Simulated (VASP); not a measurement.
# BAs (F-43m) in VASP: a series of runs, part 2 of 2

VASP 6.6.1. The steps go on from the part before.

### 3 Single point, PBEsol (functional PBEsol, strained)

INCAR reads:

```
SYSTEM = BAs
PREC = Accurate
ENCUT = 520
EDIFF = 1E-6
ISMEAR = 0
SIGMA = 0.02
LREAL = .FALSE.
LASPH = .TRUE.
NELM = 80
ALGO = Normal
ISIF = 2
LWAVE = .FALSE.
LCHARG = .TRUE.
GGA = PS
LELF = .TRUE.
LVHAR = .TRUE.
NBANDS = 11
```

KPOINTS reads:

```
regular mesh
0
G
  10 10 10
  0 0 0
```

POSCAR reads:

```
BAs
1.0
    0.0000000000      2.4181412850      2.4181412850
    2.4181412850      0.0000000000      2.4181412850
    2.4181412850      2.4181412850      0.0000000000
B As
1 1
Direct
    0.0000000000      0.0000000000      0.0000000000
    0.7500000000      0.7500000000      0.7500000000
```

Potentials or basis: VASP PAW PBE potentials, release 64 (B, As).

On the command line:

```sh
$ cat potpaw_PBE.64/B/POTCAR potpaw_PBE.64/As/POTCAR > POTCAR
$ mpirun -np 1 vasp_std > vasp.out
```

OUTCAR:

```text
SYSTEM = BAs
   PREC = Accurate
   ENCUT = 520
   EDIFF = 1E-6
   ISMEAR = 0
   LREAL = .FALSE.
   LASPH = .TRUE.
   NELM = 80
   ISIF = 2
   GGA = PS

 ion  position               nearest neighbor table
   1  0.000  0.000  0.000-   2 2.09   2 2.09   2 2.09   2 2.09
   2  0.750  0.750  0.750-   1 2.09   1 2.09   1 2.09   1 2.09

  LATTYP: Found a face centered cubic cell.
 ALAT       =     4.8362825700

  Lattice vectors:

 A1 = (   0.0000000000,   2.4181412850,   2.4181412850)
 A2 = (   2.4181412850,   0.0000000000,   2.4181412850)
 A3 = (   2.4181412850,   2.4181412850,   0.0000000000)

Analysis of symmetry for initial positions (statically):
=====================================================================
 Subroutine PRICEL returns:
 Original cell was already a primitive cell.

 Routine SETGRP: Setting up the symmetry group for a
 face centered cubic supercell.

 Subroutine GETGRP returns: Found 24 space group operations
 (whereof 24 operations were pure point group operations)
 out of a pool of 48 trial point group operations.

The static configuration has the point symmetry T_d .

Analysis of symmetry for dynamics (positions and initial velocities):
=====================================================================
 Subroutine PRICEL returns:
 Original cell was already a primitive cell.

 Routine SETGRP: Setting up the symmetry group for a
 face centered cubic supercell.

 Subroutine GETGRP returns: Found 24 space group operations
 (whereof 24 operations were pure point group operations)
 out of a pool of 48 trial point group operations.

The dynamic configuration has the point symmetry T_d .

 Subroutine INISYM returns: Found 24 space group operations
 (whereof 24 operations are pure point group operations),
 and found     1 'primitive' translations

----------------------------------------------------------------------------------------

                                     Primitive cell

  volume of cell :      28.2797

  direct lattice vectors                    reciprocal lattice vectors
     0.000000000  2.418141285  2.418141285    -0.206770383  0.206770383  0.206770383
     2.418141285  0.000000000  2.418141285     0.206770383 -0.206770383  0.206770383
     2.418141285  2.418141285  0.000000000     0.206770383  0.206770383 -0.206770383

  length of vectors
     3.419768201  3.419768201  3.419768201     0.358136809  0.358136809  0.358136809

  position of ions in fractional coordinates (direct lattice)
     0.000000000  0.000000000  0.000000000
     0.750000000  0.750000000  0.750000000

  ion indices of the primitive-cell ions
   primitive index   ion index
                 1           1
                 2           2

----------------------------------------------------------------------------------------

 KPOINTS: regular mesh

Automatic generation of k-mesh.
 Grid dimensions read from file:
 generate k-points for:   10   10   10

 Generating k-lattice:

  Cartesian coordinates                     Fractional coordinates (reciprocal lattice)
    -0.020677038  0.020677038  0.020677038     0.100000000  0.000000000  0.000000000
     0.020677038 -0.020677038  0.020677038     0.000000000  0.100000000  0.000000000
     0.020677038  0.020677038 -0.020677038     0.000000000  0.000000000  0.100000000

  Length of vectors
     0.035813681  0.035813681  0.035813681

  Shift w.r.t. Gamma in fractional coordinates (k-lattice)
     0.000000000  0.000000000  0.000000000

 Subroutine IBZKPT returns following result:
 ===========================================

 Found     47 irreducible k-points:

 Following reciprocal coordinates:
            Coordinates               Weight
  0.000000  0.000000  0.000000      1.000000
  0.100000  0.000000  0.000000      8.000000
  0.200000  0.000000  0.000000      8.000000
  0.300000  0.000000  0.000000      8.000000
  0.400000  0.000000  0.000000      8.000000
  0.500000  0.000000  0.000000      4.000000
[... 16 lines left out ...]
  0.300000  0.300000  0.000000      6.000000
  0.400000  0.300000  0.000000     24.000000
 [... further k-points ...]
   k-points           NKPTS =     47   k-points in BZ     NKDIM =     47   number of bands    NBANDS=     11
   number of dos      NEDOS =    301   number of ions     NIONS =      2
   total plane-waves  NPLWV =  21952
   dimension x,y,z NGX =    28 NGY =   28 NGZ =   28
   dimension x,y,z NGXF=    56 NGYF=   56 NGZF=   56
   ions per type =               1   1
   NGX,Y,Z   is equivalent  to a cutoff of  13.61, 13.61, 13.61 a.u.
   NGXF,Y,Z  is equivalent  to a cutoff of  27.22, 27.22, 27.22 a.u.
 SYSTEM =  BAs
   PREC   = accura    normal or accurate (medium, high low for compatibility)
   ISTART =      0    job   : 0-new  1-cont  2-samecut
   ICHARG =      2    charge: 1-file 2-atom 10-const
   ISPIN  =      1    spin polarized calculation?
   LNONCOLLINEAR =      F non collinear calculations
   LSORBIT =      F    spin-orbit coupling
   LASPH  =      T    aspherical Exc in radial PAW
   ENCUT  =  520.0 eV  38.22 Ry    6.18 a.u.   6.36  6.36  6.36*2*pi/ulx,y,z
   NELM   =     80;   NELMIN=  2; NELMDL= -5     # of ELM steps
   EDIFF  = 0.1E-05   stopping-criterion for ELM
   LREAL  =      F    real-space projection
   EDIFFG = 0.1E-04   stopping-criterion for IOM
   NSW    =      0    number of steps for IOM
   IBRION =     -1    ionic relax: 0-MD 1-quasi-New 2-CG
   NFREE  =      0    steps in history (QN), initial steepest desc. (CG)
   ISIF   =      2    stress and relaxation
   ISYM   =      2    0-nonsym 1-usesym 2-fastsym
   POTIM  = 0.5000    time-step for ionic-motion
   TEBEG  =    0.0;   TEEND  =   0.0 temperature during run
   PSTRESS=    0.0 pullay stress
   NELECT =       8.0000    total number of electrons
   NUPDOWN=      -1.0000    fix difference up-down
   EMIN   =  10.00;   EMAX   =-10.00  energy-range for DOS
   EFERMI =   0.00;   METHOD = LEGACY
   ISMEAR =     0;   SIGMA  =   0.02  broadening in eV -4-tet -1-fermi 0-gaus
   EFERMI_NEDOS =   21; number of points for ismear=-14 and -15
   IALGO  =     38    algorithm
   IMIX   =      4    mixing-type and parameters
     AMIX     =   0.40;   BMIX     =  1.00
     AMIX_MAG =   1.60;   BMIX_MAG =  1.00
  volume/ion in A,a.u.               =      14.14        95.42
  Fermi-wavevector in a.u.,A,eV,Ry     =   1.074682  2.030854 15.713921  1.154941
  Thomas-Fermi vector in A             =   2.210517
   LORBIT       =      0    0 simple, 1 ext, 2 COOP (PROOUT), +10 PAW based schemes
   GGA     = PS    functional components
   LHFCALC =     F    Hartree Fock is set to
   AEXX    =    0.0000 exact exchange contribution
   IVDW    =     0    specifies the selected vdW correction
   LEPSILON=     F    determine dielectric tensor
   LRPA    =     F    only Hartree local field effects (RPA)
 non-spin polarized calculation
 Gauss-broadening in eV      SIGMA  =   0.02
  energy-cutoff  :      520.00
  volume of cell :       28.28
 maximum number of plane-waves:       778
 NGX is ok and might be reduce to    28
   NGX = 13   NGY = 13   NGZ = 13

 number of electron       8.0000000 magnetization

 Free energy of the ion-electron system (eV)
  ---------------------------------------------------
  ext. energy  EPLUGINS =         0.00000000
  ---------------------------------------------------
  free energy    TOTEN  =       -12.18848780 eV

  energy without entropy =      -12.18848780  energy(sigma->0) =      -12.18848780

 E-fermi :   5.7330     XC(G=0): -10.5745

 val. band max:        5.6425682662   @ k =   0.0000   0.0000   0.0000
 cond. band min:       6.7549893402   @ k =   0.4000   0.4000   0.0000
 fundamental gap:      1.1124210740
 Fermi energy:         5.7329854061

 k-point     1 :       0.0000    0.0000    0.0000
  band No.  band energies     occupation
      1      -9.4618      2.00000
      2       5.6426      2.00000
      3       5.6426      2.00000
      4       5.6426      2.00000
      5       8.8374      0.00000
      6       8.8374      0.00000
      7       8.8374      0.00000
      8       9.8602      0.00000
      9      14.8116      0.00000
     10      18.4227      0.00000
     11      18.4227      0.00000
[... 309 lines left out ...]
 k-point    24 :       0.4000    0.3000    0.0000
  band No.  band energies     occupation
      1      -6.9123      2.00000
      2      -0.7196      2.00000
      3       1.7848      2.00000
      4       2.2660      2.00000
      5       7.2671      0.00000
      6       8.9207      0.00000
      7      14.1841      0.00000
      8      14.4435      0.00000
      9      17.3110      0.00000
     10      20.8572      0.00000
     11      21.2434      0.00000

 [... further k-points ...]
[... 5 lines left out ...]
  --------------------------------------------------------------------------------------
  -------------------------------------------------------------------------------------
  Total       -0.8435363     -0.8435363     -0.8435363     -0.0000000      0.0000000      0.0000000
  in kB      -47.7902557    -47.7902557    -47.7902557     -0.0000000      0.0000000      0.0000000
  external PRESSURE =     -47.7902557 kB  Pullay stress =       0.0000000 kB

 VOLUME and BASIS-vectors are now :
 -----------------------------------------------------------------------------
  energy-cutoff  :      520.00
  volume of cell :       28.28
      direct lattice vectors                 reciprocal lattice vectors
     0.000000000  2.418141285  2.418141285    -0.206770383  0.206770383  0.206770383
     2.418141285  0.000000000  2.418141285     0.206770383 -0.206770383  0.206770383
     2.418141285  2.418141285  0.000000000     0.206770383  0.206770383 -0.206770383

 POSITION                                       TOTAL-FORCE (eV/Angst)
 -----------------------------------------------------------------------------------
      0.00000      0.00000      0.00000        -0.000000     -0.000000     -0.000000
      3.62721      3.62721      3.62721         0.000000      0.000000      0.000000
 -----------------------------------------------------------------------------------
    total drift:                                0.000000      0.000000      0.000000

  FREE ENERGIE OF THE ION-ELECTRON SYSTEM (eV)
  ---------------------------------------------------
  free  energy   TOTEN  =       -12.1884877983 eV

  energy  without entropy=      -12.1884877983  energy(sigma->0) =      -12.18848780
```

Wall time 7.3 s (1 thread of Intel Xeon 6975P-C (Granite Rapids), shared host); peak memory 0.16 GiB.

What came out:

- Free energy: -12.1885 eV
- Pressure: -4.8 GPa
- Band gap on the k mesh: 1.11 eV, indirect (least direct gap 3.19 eV)

Caveat: the cell differs from its parent crystal (functional PBEsol, strained); the PAW data sets were made with another functional, which shifts forces and pressure a little.

### 4 Single point, PBE

This run uses another cell than the first one, of 13.51 Å³/atom, 0.917 times its volume.

INCAR reads:

```
  PREC = Accurate
  ENCUT = 520
  EDIFF = 1E-6
  ISMEAR = 0
  SIGMA = 0.01
  LREAL = False
  LASPH = True
  NELM = 100
  ALGO = Normal
  ISIF = 2
  LWAVE = False
  LCHARG = False
  GGA = PE
  NBANDS = 11
```

KPOINTS reads:

```
Automatic mesh
0
Gamma
  10 10 10
```

POSCAR reads:

```
BAs
1.0
    0.0000000000      2.3818618846      2.3818618846
    2.3818618846      0.0000000000      2.3818618846
    2.3818618846      2.3818618846      0.0000000000
B As
1 1
Direct
    0.0000000000      0.0000000000      0.0000000000
    0.7500000000      0.7500000000      0.7500000000
```

Potentials or basis: VASP PAW PBE potentials, release 64 (B, As).

On the command line:

```sh
$ cat potpaw_PBE.64/B/POTCAR potpaw_PBE.64/As/POTCAR > POTCAR
$ mpirun -np 1 vasp_std > vasp.out
```

OUTCAR:

```text
PREC = Accurate
   ENCUT = 520
   EDIFF = 1E-6
   ISMEAR = 0
   LREAL = False
   LASPH = True
   NELM = 100
   ISIF = 2
   GGA = PE

 ion  position               nearest neighbor table
   1  0.000  0.000  0.000-   2 2.06   2 2.06   2 2.06   2 2.06
   2  0.750  0.750  0.750-   1 2.06   1 2.06   1 2.06   1 2.06

  LATTYP: Found a face centered cubic cell.
 ALAT       =     4.7637237692

  Lattice vectors:

 A1 = (   0.0000000000,   2.3818618846,   2.3818618846)
 A2 = (   2.3818618846,   0.0000000000,   2.3818618846)
 A3 = (   2.3818618846,   2.3818618846,   0.0000000000)

Analysis of symmetry for initial positions (statically):
=====================================================================
 Subroutine PRICEL returns:
 Original cell was already a primitive cell.

 Routine SETGRP: Setting up the symmetry group for a
 face centered cubic supercell.

 Subroutine GETGRP returns: Found 24 space group operations
 (whereof 24 operations were pure point group operations)
 out of a pool of 48 trial point group operations.

The static configuration has the point symmetry T_d .

Analysis of symmetry for dynamics (positions and initial velocities):
[... 164 lines left out ...]
 fundamental gap:      1.1667945092
 Fermi energy:         6.3240850141

 k-point     1 :       0.0000    0.0000    0.0000
  band No.  band energies     occupation
      1      -9.2589      2.00000
      2       6.2188      2.00000
      3       6.2188      2.00000
      4       6.2188      2.00000
      5       9.5058      0.00000
      6       9.5058      0.00000
      7       9.5058      0.00000
      8      11.0121      0.00000
      9      15.8423      0.00000
     10      19.2031      0.00000
     11      19.2031      0.00000
[... 309 lines left out ...]
 k-point    24 :       0.4000    0.3000    0.0000
  band No.  band energies     occupation
      1      -6.5919      2.00000
      2      -0.2614      2.00000
      3       2.2075      2.00000
      4       2.7021      2.00000
      5       7.9105      0.00000
      6       9.6172      0.00000
      7      15.1143      0.00000
      8      15.3422      0.00000
      9      18.3452      0.00000
     10      22.1433      0.00000
     11      22.1449      0.00000

 [... further k-points ...]
[... 5 lines left out ...]
  --------------------------------------------------------------------------------------
  -------------------------------------------------------------------------------------
  Total        0.7867142      0.7867142      0.7867142     -0.0000000     -0.0000000      0.0000000
  in kB       46.6388513     46.6388513     46.6388513     -0.0000000     -0.0000000      0.0000000
  external PRESSURE =      46.6388513 kB  Pullay stress =       0.0000000 kB

 VOLUME and BASIS-vectors are now :
 -----------------------------------------------------------------------------
  energy-cutoff  :      520.00
  volume of cell :       27.03
      direct lattice vectors                 reciprocal lattice vectors
     0.000000000  2.381861885  2.381861885    -0.209919812  0.209919812  0.209919812
     2.381861885  0.000000000  2.381861885     0.209919812 -0.209919812  0.209919812
     2.381861885  2.381861885  0.000000000     0.209919812  0.209919812 -0.209919812

 POSITION                                       TOTAL-FORCE (eV/Angst)
 -----------------------------------------------------------------------------------
      0.00000      0.00000      0.00000         0.000000      0.000000      0.000000
      3.57279      3.57279      3.57279        -0.000000     -0.000000     -0.000000
 -----------------------------------------------------------------------------------
    total drift:                                0.000000      0.000000      0.000000

  FREE ENERGIE OF THE ION-ELECTRON SYSTEM (eV)
  ---------------------------------------------------
  free  energy   TOTEN  =       -11.4006337387 eV

  energy  without entropy=      -11.4006337387  energy(sigma->0) =      -11.40063374
```

stdout:

```text
POSCAR found type information on POSCAR B As
 POSCAR found :  2 types and       2 ions
 scaLAPACK will be used
 LDA part: xc-table for (Slater+PW92), standard interpolation
 POSCAR, INCAR and KPOINTS ok, starting setup
 FFT: planning ... GRIDC
 FFT: planning ... GRID_SOFT
 FFT: planning ... GRID
 WAVECAR not read
 entering main loop
```

It took 7.1 s on 1 thread of Intel Xeon 6975P-C (Granite Rapids), shared host; peak memory 0.16 GiB.

What came out:

```yaml
Free_energy: -11.4006 eV
Pressure: 4.7 GPa
Band_gap_on_the_k_mesh: 1.17 eV, indirect (least direct gap 3.29 eV)
```

A k mesh can miss the band edges.

### 5 The runs side by side

| level | cell | smearing | gap on the mesh (eV) | pressure (GPa) |
| --- | --- | --- | --- | --- |
| PBE | a = 3.467 Å, angles 60.0°, 2 atoms | gaussian 0.02 eV | 1.25 | -6.3 |
| PBEsol | a = 3.420 Å, angles 60.0°, 2 atoms | gaussian 0.02 eV | 1.11 | -4.8 |
| PBE | a = 3.368 Å, angles 60.0°, 2 atoms | gaussian 0.01 eV | 1.17 | 4.7 |

Alike in all rows: task single point; potentials or basis VASP PAW PBE potentials, release 64 (B, As); no spin polarisation; k mesh 10 × 10 × 10; cutoff (eV) 520.

Caveats: the PAW data sets were made with another functional, which shifts forces and pressure a little (some runs).

Absolute energies hang on the potentials; compare differences alone.
